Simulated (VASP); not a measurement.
# Ba: single point with PBEsol

The system is Ba.

```
Ba
1.0
    -2.70000    2.70000    2.50000
     2.70000   -2.70000    2.50000
     2.70000    2.70000   -2.50000
Ba
1
Direct
  0.00000 0.00000 0.00000
```

This cell differs from its parent crystal: strain +0.080 along x and y, +0.000 along z.

* Program: VASP 6.6.1
* Task: single point
* Functional: PBEsol
* Potentials or basis: VASP PAW PBE potentials, release 64 (Ba_sv)
* Cutoff: 520 eV
* k mesh: 14 × 14 × 14
* Occupations: gaussian, width 0.15 eV
* Spin: no spin polarisation

The pressure is -1.5 GPa and the band gap on the k mesh is zero (bands 5 and 6 overlap by 0.68 eV).

Stress tensor (GPa, compression positive):
```
-1.56  0.00  0.00
 0.00 -1.56  0.00
 0.00  0.00 -1.27
```

Levels at points of the mesh, in eV from the Fermi level:
| k point | band 2 | band 3 | band 4 | band 5 | band 6 | band 7 | band 8 | band 9 |
| --- | --- | --- | --- | --- | --- | --- | --- | --- |
| (0.00, 0.00, 0.00) | -14.14 | -14.14 | -14.13 | -2.69 | 1.38 | 1.79 | 1.79 | 2.56 |
| (0.50, 0.00, 0.00) | -14.42 | -14.24 | -14.15 | -0.81 | 0.54 | 0.94 | 2.82 | 3.55 |
| (0.50, 0.50, 0.00) | -14.43 | -14.22 | -14.13 | -0.89 | 0.73 | 0.97 | 2.43 | 3.12 |
| (0.50, 0.50, 0.50) | -14.35 | -14.35 | -14.31 | -0.42 | -0.33 | 3.40 | 3.40 | 4.06 |

It took 2.5 min on 1 thread of Intel(R) Xeon(R) Platinum 8259CL CPU @ 2.50GHz (Skylake/Cascade Lake), on a shared host, peak memory 0.35 GiB.

Caveat: the cell differs from its parent crystal (strain +0.080 along x and y, +0.000 along z); the PAW data sets were made with another functional, which shifts forces and pressure a little; spin-orbit coupling is left out, which moves the levels of the heavy elements.
